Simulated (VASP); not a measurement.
A run of VASP 6.6.1 is set up as follows.

Contents of INCAR:

```
SYSTEM = PbO
  PREC = Accurate
  ENCUT = 520
  EDIFF = 1E-6
  ISMEAR = -1
  SIGMA = 0.05
  LREAL = .FALSE.
  LASPH = .TRUE.
  NELM = 80
  ALGO = Normal
  ISIF = 2
  LWAVE = .FALSE.
  LCHARG = .FALSE.
  GGA = PS
  NBANDS = 50
```

File KPOINTS:

```
regular mesh
0
G
  6 4 4
  0 0 0
```

The input POSCAR:

```
PbO
1.0
    5.0738754546      0.0128605966     -0.0208027844
   -0.0145513591      5.6407568714      0.0022592136
    0.0231683045      0.0022635964      5.6407595396
Pb O
4 4
Direct
    0.2643212025      0.0007594895     -0.0013483613
   -0.2690300827      0.0008118161      0.4986512263
   -0.2690248487      0.5007825037     -0.0013695246
    0.2643228367      0.5007892030      0.4986309861
    0.4974721033      0.2507851953      0.2486464284
    0.4977709139      0.2507875620      0.7486474163
    0.4978601454      0.7507862192      0.2486474300
    0.4974856815      0.7507873152      0.7486429116
```

Potentials or basis: VASP PAW PBE potentials, release 64 (Pb_d, O).

The run is started by

```bash
$ cat potpaw_PBE.64/Pb_d/POTCAR potpaw_PBE.64/O/POTCAR > POTCAR
$ mpirun -np 1 vasp_std > vasp.out
```

(1) What does it give for the pressure?

(2) Estimate the band gap on the k mesh.

(3) What does it give for the largest force?

Answers

(1) 0.1 GPa.

(2) 1.25 eV.

(3) 0.043 eV/Å.

Caveat: the PAW data sets were made with another functional, which shifts forces and pressure a little; spin-orbit coupling is left out, which moves the levels of the heavy elements.
